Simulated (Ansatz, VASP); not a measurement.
**Two plane-wave programs on PtSe2**

The input INCAR:

```
SYSTEM = PtSe2
PREC = Accurate
ENCUT = 500
EDIFF = 1E-6
ISMEAR = 0
SIGMA = 0.1
LREAL = .FALSE.
LASPH = .TRUE.
NELM = 120
ALGO = Normal
ISIF = 2
LWAVE = .FALSE.
LCHARG = .FALSE.
GGA = PS
NBANDS = 18
GGA_COMPAT = .FALSE.
```

File KPOINTS:

```
Automatic mesh
0
G
  6 6 4
  0 0 0
```

The input POSCAR:

```
PtSe2
1.0
    3.7240000000      0.0000000000      0.0000000000
   -1.8620000000      3.2250786037      0.0000000000
    0.0000000000      0.0000000000      5.0620000000
Pt Se
1 2
Direct
    0.0000000000      0.0000000000      0.0000000000
    0.3333333333      0.6666666667      0.2500000000
    0.6666666667      0.3333333333      0.7500000000
```

Input for Ansatz:

```yaml
crystal:
  lattice:
    - [3.724, 0.0, 0.0]
    - [-1.862, 3.2250786037, 0.0]
    - [0.0, 0.0, 5.062]
  atoms:
    - { symbol: Pt, position: [0.0, 0.0, 0.0] }
    - { symbol: Se, position: [0.3333333333, 0.6666666667, 0.25] }
    - { symbol: Se, position: [0.6666666667, 0.3333333333, 0.75] }
basis:
  ecutwfc: 420
kpoints:
  mp_grid: { grid: [6, 6, 4] }
hamiltonian:
  xc: pbesol
scf:
  occupations: { method: gaussian, width: 0.1 }
output:
  forces: true
  stress: true
  eigenvalues: true
```

Alike in both runs: task single point; functional PBEsol; k mesh 6 × 6 × 4; occupations gaussian, width 0.1 eV; no spin polarisation.

```csv
,VASP,Ansatz
version,VASP 6.6.1,Ansatz 0.2.0
potentials or method,"VASP PAW PBE potentials, release 64 (Pt, Se), cutoff 500 eV","scalar-relativistic, plane waves, PAW"
valence electrons in the cell,22,50
```

|  | VASP | Ansatz | Ansatz less VASP |
| --- | --- | --- | --- |
| gap on the k mesh at the Fermi level (eV) | none | none | - |
| pressure (GPa) | 2.2 | 2.1 | -0.10 |
| traceless stress, the component that is largest in VASP (GPa) | -0.99 | -0.96 | +0.038 |
| rms of the force components (eV/Å) | 0.163 | 0.154 | -0.0089 |

VASP's potentials were made for PBE, not for PBEsol. Atom by atom the forces differ by 0.009 eV/Å (rms over components). A gap of «none» marks a metal or a gap that the smearing closes. VASP's potentials hold 22 valence electrons a cell and Ansatz's 50, so a difference there can come from the potentials and not from the codes.

Spin-orbit coupling is off throughout.
